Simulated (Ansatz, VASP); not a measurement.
WS2 in VASP and in Ansatz

File INCAR:

```
ALGO = Normal
EDIFF = 1E-6
EDIFFG = -0.005
ENCUT = 600
GGA = PS
IBRION = 2
ISIF = 3
ISMEAR = 0
LASPH = True
LCHARG = False
LREAL = False
LWAVE = False
NELM = 100
NSW = 100
PREC = Accurate
SIGMA = 0.02
```

The input KPOINTS:

```
k-points
0
Gamma
  12 12 2
```

POSCAR

```
WS2
1.0
    3.1842228900      0.0000000000      0.0000000000
   -1.5921114500      2.7576179200      0.0000000000
    0.0000000000      0.0000000000     12.9782823600
W S
2 4
Direct
    0.3333333300      0.6666666700      0.2500000000
    0.6666666700      0.3333333300      0.7500000000
    0.3333333300      0.6666666700      0.6298049400
    0.6666666700      0.3333333300      0.1298049400
    0.3333333300      0.6666666700      0.8701950600
    0.6666666700      0.3333333300      0.3701950600
```

Input for Ansatz:

```yaml
crystal:
  lattice:
    - [3.18422289, 0.0, 0.0]
    - [-1.59211145, 2.75761792, 0.0]
    - [0.0, 0.0, 12.97828236]
  atoms:
    - { symbol: W, position: [0.33333333, 0.66666667, 0.25] }
    - { symbol: W, position: [0.66666667, 0.33333333, 0.75] }
    - { symbol: S, position: [0.33333333, 0.66666667, 0.62980494] }
    - { symbol: S, position: [0.66666667, 0.33333333, 0.12980494] }
    - { symbol: S, position: [0.33333333, 0.66666667, 0.87019506] }
    - { symbol: S, position: [0.66666667, 0.33333333, 0.37019506] }
basis:
  ecutwfc: 420
kpoints:
  mp_grid: { grid: [12, 12, 2] }
hamiltonian:
  xc: pbesol
scf:
  occupations: { method: gaussian, width: 0.02 }
output:
  forces: true
  stress: true
  eigenvalues: true
  write_density: true
  write_potential: true
  elf: true
  volumetric_format: npy
relax:
  adjacent_minimum: "off"
  f_tol: 0.005
  max_steps: 80
  cell: { stress_tol: 0.05 }
```

Alike in both runs: task relaxation of cell and atoms; functional PBEsol; k mesh 12 × 12 × 2; occupations gaussian, width 0.02 eV; no spin polarisation.

|  | VASP | Ansatz |
| --- | --- | --- |
| version | VASP 6.6.1 | Ansatz 0.2.0 |
| potentials or method | VASP PAW PBE potentials, release 64 (W_sv, S), cutoff 600 eV | scalar-relativistic, plane waves, PAW |
| valence electrons in the cell | 52 | 52 |

Ansatz gave:

- gap on the k mesh at the Fermi level, each at its own relaxed structure (eV): 1.10
- relaxed volume (Å³/atom): 18.15
- relaxed length of the cell vector where the two differ most in proportion (Å): 12.705

**Question.** What did VASP give for the same quantities?

**Answer.** gap on the k mesh at the Fermi level, each at its own relaxed structure (eV): 1.12; relaxed volume (Å³/atom): 18.15; relaxed length of the cell vector where the two differ most in proportion (Å): 12.698.

VASP's potentials were made for PBE, not for PBEsol.

Spin-orbit coupling is off throughout.
